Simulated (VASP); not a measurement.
# Hg (P-1) in VASP: single point with PBEsol

Aim: the single point of Hg with PBEsol.

All numbers are computed with VASP 6.6.1; they aren't measurements. Logs are shortened: lines on timing, memory, paths and dates and some standing lists are left out, and cuts for length are marked.

## Step 1: The cell of the first run

The typed cell holds 1 atom: a = 3.144 Å, b = 3.147 Å, c = 9.000 Å, α = 80.33°, β = 89.94°, γ = 60.04°.

## Step 2: Single point, PBEsol (strain -0.025 along x and y, +0.025 along z)

Contents of INCAR:

```
SYSTEM = Hg
PREC = Accurate
ENCUT = 520
EDIFF = 1E-6
ISMEAR = 0
SIGMA = 0.05
LREAL = .False.
LASPH = .True.
NELM = 60
ALGO = Normal
ISIF = 2
LWAVE = .False.
LCHARG = .False.
GGA = PS
NBANDS = 12
```

Contents of KPOINTS:

```
regular mesh
0
Gamma
  10 10 4
  0 0 0
```

Contents of POSCAR:

```
Hg
1.0
    3.1443716016      0.0006123069     -0.0000002206
    1.5712170763      2.7270181807      0.0000029501
    0.0084914918      1.7398225574      8.8300372862
Hg
1
Direct
    0.5000000000      0.0000000000      0.0000000000
```

Potentials or basis: VASP PAW PBE potentials, release 64 (Hg).

On the command line:

```console
cat potpaw_PBE.64/Hg/POTCAR > POTCAR
mpirun -np 1 vasp_std > vasp.out
```

OUTCAR:

```text
SYSTEM = Hg
   PREC = Accurate
   ENCUT = 520
   EDIFF = 1E-6
   ISMEAR = 0
   LREAL = .False.
   LASPH = .True.
   NELM = 60
   ISIF = 2
   GGA = PS

 ion  position               nearest neighbor table
   1  0.500  0.000  0.000-

  LATTYP: Found a triclinic cell.
 ALAT       =     5.4476366120
 B/A-ratio  =     0.5771992306
 C/A-ratio  =     2.0906570415
 COS(alpha) =     0.0006983997
 COS(beta)  =     0.3167346115
 COS(gamma) =     0.8657184902

  Lattice vectors:

 A1 = (  -4.7155886779,  -2.7276304876,  -0.0000027295)
 A2 = (  -3.1443716016,  -0.0006123069,   0.0000002206)
 A3 = (  -0.0065540428,  -7.1932466119,  -8.8300434070)

Analysis of symmetry for initial positions (statically):
=====================================================================
 Subroutine PRICEL returns:
 Original cell was already a primitive cell.

 Routine SETGRP: Setting up the symmetry group for a
 triclinic supercell.

 Subroutine GETGRP returns: Found  2 space group operations
 (whereof  2 operations were pure point group operations)
 out of a pool of  2 trial point group operations.

The static configuration has the point symmetry S_2 .

Analysis of symmetry for dynamics (positions and initial velocities):
=====================================================================
 Subroutine PRICEL returns:
 Original cell was already a primitive cell.

 Routine SETGRP: Setting up the symmetry group for a
 triclinic supercell.

 Subroutine GETGRP returns: Found  2 space group operations
 (whereof  2 operations were pure point group operations)
 out of a pool of  2 trial point group operations.

The dynamic configuration has the point symmetry S_2 .

 Subroutine INISYM returns: Found  2 space group operations
 (whereof  2 operations are pure point group operations),
 and found     1 'primitive' translations

----------------------------------------------------------------------------------------

                                     Primitive cell

  volume of cell :      75.7069

  direct lattice vectors                    reciprocal lattice vectors
     3.144371602  0.000612307 -0.000000221     0.318064257 -0.183258073  0.035802305
     1.571217076  2.727018181  0.000002950    -0.000071421  0.366742121 -0.072260806
     0.008491492  1.739822557  8.830037286     0.000000008 -0.000000127  0.113249830

  length of vectors
     3.144371661  3.147276800  8.999811838     0.368822719  0.373793275  0.113249830

  position of ions in fractional coordinates (direct lattice)
     0.500000000  1.000000000  0.000000000

  ion indices of the primitive-cell ions
   primitive index   ion index
                 1           1

----------------------------------------------------------------------------------------

 KPOINTS: regular mesh

Automatic generation of k-mesh.
 Grid dimensions read from file:
 generate k-points for:   10   10    4

 Generating k-lattice:

  Cartesian coordinates                     Fractional coordinates (reciprocal lattice)
     0.031806426 -0.018325807  0.003580231     0.100000000  0.000000000  0.000000000
    -0.000007142  0.036674212 -0.007226081    -0.000000000  0.100000000 -0.000000000
     0.000000002 -0.000000032  0.028312457     0.000000000  0.000000000  0.250000000

  Length of vectors
     0.036882272  0.037379327  0.028312457

  Shift w.r.t. Gamma in fractional coordinates (k-lattice)
     0.000000000  0.000000000  0.000000000

 Subroutine IBZKPT returns following result:
 ===========================================

 Found    204 irreducible k-points:

 Following reciprocal coordinates:
            Coordinates               Weight
  0.000000  0.000000  0.000000      1.000000
  0.100000  0.000000 -0.000000      2.000000
  0.200000  0.000000 -0.000000      2.000000
  0.300000  0.000000  0.000000      2.000000
  0.400000  0.000000  0.000000      2.000000
  0.500000  0.000000  0.000000      1.000000
[... 16 lines left out ...]
 -0.400000  0.200000  0.000000      2.000000
 -0.300000  0.200000  0.000000      2.000000
 [... further k-points ...]
   k-points           NKPTS =    204   k-points in BZ     NKDIM =    204   number of bands    NBANDS=     12
   number of dos      NEDOS =    301   number of ions     NIONS =      1
   total plane-waves  NPLWV =  40320
   dimension x,y,z NGX =    24 NGY =   24 NGZ =   70
   dimension x,y,z NGXF=    48 NGYF=   48 NGZF=  140
   ions per type =               1
   NGX,Y,Z   is equivalent  to a cutoff of  12.69, 12.68, 12.93 a.u.
   NGXF,Y,Z  is equivalent  to a cutoff of  25.38, 25.35, 25.86 a.u.
 SYSTEM =  Hg
   PREC   = accura    normal or accurate (medium, high low for compatibility)
   ISTART =      0    job   : 0-new  1-cont  2-samecut
   ICHARG =      2    charge: 1-file 2-atom 10-const
   ISPIN  =      1    spin polarized calculation?
   LNONCOLLINEAR =      F non collinear calculations
   LSORBIT =      F    spin-orbit coupling
   LASPH  =      T    aspherical Exc in radial PAW
   ENCUT  =  520.0 eV  38.22 Ry    6.18 a.u.   5.85  5.85 16.73*2*pi/ulx,y,z
   NELM   =     60;   NELMIN=  2; NELMDL= -5     # of ELM steps
   EDIFF  = 0.1E-05   stopping-criterion for ELM
   LREAL  =      F    real-space projection
   EDIFFG = 0.1E-04   stopping-criterion for IOM
   NSW    =      0    number of steps for IOM
   IBRION =     -1    ionic relax: 0-MD 1-quasi-New 2-CG
   NFREE  =      0    steps in history (QN), initial steepest desc. (CG)
   ISIF   =      2    stress and relaxation
   ISYM   =      2    0-nonsym 1-usesym 2-fastsym
   POTIM  = 0.5000    time-step for ionic-motion
   TEBEG  =    0.0;   TEEND  =   0.0 temperature during run
   PSTRESS=    0.0 pullay stress
   NELECT =      12.0000    total number of electrons
   NUPDOWN=      -1.0000    fix difference up-down
   EMIN   =  10.00;   EMAX   =-10.00  energy-range for DOS
   EFERMI =   0.00;   METHOD = LEGACY
   ISMEAR =     0;   SIGMA  =   0.05  broadening in eV -4-tet -1-fermi 0-gaus
   EFERMI_NEDOS =   21; number of points for ismear=-14 and -15
   IALGO  =     38    algorithm
   IMIX   =      4    mixing-type and parameters
     AMIX     =   0.40;   BMIX     =  1.00
     AMIX_MAG =   1.60;   BMIX_MAG =  1.00
  volume/ion in A,a.u.               =      75.71       510.90
  Fermi-wavevector in a.u.,A,eV,Ry     =   0.885979  1.674257 10.680010  0.784959
  Thomas-Fermi vector in A             =   2.007084
   LORBIT       =      0    0 simple, 1 ext, 2 COOP (PROOUT), +10 PAW based schemes
   GGA     = PS    functional components
   LHFCALC =     F    Hartree Fock is set to
   AEXX    =    0.0000 exact exchange contribution
   IVDW    =     0    specifies the selected vdW correction
   LEPSILON=     F    determine dielectric tensor
   LRPA    =     F    only Hartree local field effects (RPA)
 non-spin polarized calculation
 Gauss-broadening in eV      SIGMA  =   0.05
  energy-cutoff  :      520.00
  volume of cell :       75.71
 maximum number of plane-waves:      2054
   NGX = 11   NGY = 11   NGZ = 33

 number of electron      12.0000001 magnetization

 Free energy of the ion-electron system (eV)
  ---------------------------------------------------
  ext. energy  EPLUGINS =         0.00000000
  ---------------------------------------------------
  free energy    TOTEN  =        -0.27442222 eV

  energy without entropy =       -0.27442222  energy(sigma->0) =       -0.27442222

 E-fermi :  -1.9399     XC(G=0):  -4.7010

 val. band max:       -2.1427005890   @ k =  -0.4000   0.4000   0.5000
 cond. band min:      -1.7433876889   @ k =   0.0000   0.5000   0.5000
 fundamental gap:      0.3993129001
 Fermi energy:        -1.9399129720

 k-point     1 :       0.0000    0.0000    0.0000
  band No.  band energies     occupation
      1      -9.6350      2.00000
      2      -8.4266      2.00000
      3      -8.4180      2.00000
      4      -7.6945      2.00000
      5      -7.6928      2.00000
      6      -7.6209      2.00000
      7      -1.5639      0.00000
      8       1.5129      0.00000
      9       5.3912      0.00000
     10       6.5550      0.00000
     11      12.9927      0.00000
     12      13.6385      0.00000

 k-point     2 :       0.1000    0.0000   -0.0000
  band No.  band energies     occupation
      1      -9.4332      2.00000
      2      -8.4638      2.00000
      3      -8.3187      2.00000
      4      -7.8037      2.00000
      5      -7.7124      2.00000
      6      -7.5360      2.00000
      7      -1.2742      0.00000
      8       1.7133      0.00000
      9       5.5750      0.00000
     10       6.7762      0.00000
     11      11.2025      0.00000
     12      12.7098      0.00000

 k-point     3 :       0.2000    0.0000   -0.0000
  band No.  band energies     occupation
      1      -9.0672      2.00000
      2      -8.4348      2.00000
      3      -8.0649      2.00000
      4      -8.0320      2.00000
      5      -7.7602      2.00000
      6      -7.1836      2.00000
      7      -0.4729      0.00000
      8       2.3169      0.00000
      9       6.1049      0.00000
     10       7.3794      0.00000
     11       7.6577      0.00000
     12      11.0621      0.00000
[... 286 lines left out ...]
 k-point    23 :      -0.4000    0.2000    0.0000
  band No.  band energies     occupation
      1      -8.8017      2.00000
      2      -8.5063      2.00000
      3      -8.0969      2.00000
      4      -7.8490      2.00000
      5      -7.7118      2.00000
      6      -2.1448      2.00000
      7      -0.5073      0.00000
      8       3.7009      0.00000
      9       4.1180      0.00000
     10       6.2678      0.00000
     11       7.1017      0.00000
     12       7.5804      0.00000

 k-point    24 :      -0.3000    0.2000    0.0000
  band No.  band energies     occupation
      1      -8.7572      2.00000
      2      -8.4764      2.00000
      3      -8.0714      2.00000
      4      -8.0499      2.00000
      5      -7.6563      2.00000
      6      -3.6501      2.00000
      7       1.3072      0.00000
      8       2.7253      0.00000
      9       4.5479      0.00000
     10       5.5444      0.00000
     11       7.4238      0.00000
     12       8.5676      0.00000

 [... further k-points ...]
[... 5 lines left out ...]
  --------------------------------------------------------------------------------------
  -------------------------------------------------------------------------------------
  Total        0.3576033      0.3520411     -0.0150578      0.0003174      0.0000351     -0.0000281
  in kB        7.5679202      7.4502075     -0.3186661      0.0067180      0.0007427     -0.0005954
  external PRESSURE =       4.8998205 kB  Pullay stress =       0.0000000 kB

 VOLUME and BASIS-vectors are now :
 -----------------------------------------------------------------------------
  energy-cutoff  :      520.00
  volume of cell :       75.71
      direct lattice vectors                 reciprocal lattice vectors
     3.144371602  0.000612307 -0.000000221     0.318064257 -0.183258073  0.035802305
     1.571217076  2.727018181  0.000002950    -0.000071421  0.366742121 -0.072260806
     0.008491492  1.739822557  8.830037286     0.000000008 -0.000000127  0.113249830

 POSITION                                       TOTAL-FORCE (eV/Angst)
 -----------------------------------------------------------------------------------
      1.57219      0.00031     -0.00000        -0.000000      0.000000      0.000000
 -----------------------------------------------------------------------------------
    total drift:                                0.000000     -0.000000     -0.000000

  FREE ENERGIE OF THE ION-ELECTRON SYSTEM (eV)
  ---------------------------------------------------
  free  energy   TOTEN  =        -0.2744222218 eV

  energy  without entropy=       -0.2744222216  energy(sigma->0) =       -0.27442222
```

It took 2.7 min on 1 thread of Oxide Virtual Turin-like, shared host; peak memory 0.28 GiB.

What came out:

```yaml
Free_energy: -0.2744 eV
Pressure: 0.5 GPa
Band_gap_on_the_k_mesh: 0.40 eV (least direct gap 0.64 eV)
```

Levels at points of the mesh, in eV from the valence-band top:
```tsv
k point	band 2	band 3	band 4	band 5	band 6	band 7	band 8	band 9	band 10	band 11
(0.00, 0.00, 0.00)	-6.28	-6.28	-5.55	-5.55	-5.48	0.58	3.66	7.53	8.70	15.14
(0.50, 0.00, 0.00)	-6.48	-5.74	-5.69	-5.04	-0.23	0.41	5.16	7.91	8.68	8.97
(0.00, 0.50, 0.00)	-6.48	-5.74	-5.69	-5.04	-0.25	0.40	5.11	7.70	9.05	9.57
(0.50, 0.50, 0.00)	-6.48	-5.74	-5.69	-5.04	-0.23	0.41	5.16	7.91	8.68	8.98
(0.00, 0.00, 0.50)	-6.28	-6.28	-5.55	-5.55	-5.48	0.50	4.69	5.24	11.84	13.06
(0.50, 0.00, 0.50)	-6.48	-5.74	-5.69	-5.04	-0.23	0.41	5.12	7.69	9.13	9.68
(0.00, 0.50, 0.50)	-6.48	-5.74	-5.69	-5.04	-0.25	0.40	5.14	7.87	8.71	9.04
(0.50, 0.50, 0.50)	-6.48	-5.74	-5.69	-5.04	-0.23	0.41	5.12	7.69	9.12	9.67
```

Caveat: the cell differs from its parent crystal (strain -0.025 along x and y, +0.025 along z); the PAW data sets were made with another functional, which shifts forces and pressure a little; spin-orbit coupling is left out, which moves the levels of the heavy elements. A k mesh can miss the band edges.
